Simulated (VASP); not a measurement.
Set up this calculation in VASP 6.6.1, as the native input.

```
Task                   : single point
Functional             : LDA
Potentials or basis    : VASP PAW LDA potentials, release 64 (Ru_pv)
Cutoff                 : 520 eV
k mesh                 : 19 × 19 × 10
Occupations            : fermi-dirac, width 0.1 eV
Spin                   : no spin polarisation
Dipole correction      : no
Further INCAR settings : ALGO = Normal; EDIFF = 1e-06; NBANDS = 21
```

The structure of Ru lies in POSCAR:

```
Ru
1.0
    2.3924501144      0.0000000000      0.0000000000
   -1.1962250572      2.0719225764      0.0000000000
    0.0000000000      0.0000000000      3.8207897768
Ru
2
Direct
    0.3333333333      0.6666666667      0.2500000000
    0.6666666667      0.3333333333      0.7500000000
```

These files were run (other wordings do the same):

INCAR

```
SYSTEM = Ru
PREC = Accurate
ENCUT = 520
EDIFF = 1E-6
ISMEAR = -1
SIGMA = 0.1
LREAL = .FALSE.
LASPH = .TRUE.
NELM = 60
ALGO = Normal
ISIF = 2
LWAVE = .FALSE.
LCHARG = .FALSE.
GGA = CA
NBANDS = 21
```

KPOINTS

```
Automatic mesh
0
G
  19 19 10
  0 0 0
```

Potentials or basis: VASP PAW LDA potentials, release 64 (Ru_pv).

The run is started by

```bash
$ cat potpaw_LDA.64/Ru_pv/POTCAR > POTCAR
$ mpirun -np 1 vasp_std > vasp.out
```

Results of the run:

- Pressure: 255.3 GPa
- Band gap on the k mesh: zero (band 14 reaches 23.26 eV, above the bottom of band 15 at 17.79 eV)

It took 26 s on 1 thread of Intel(R) Xeon(R) 6975P-C (Granite Rapids), with other jobs on the host, peak memory 0.18 GiB.
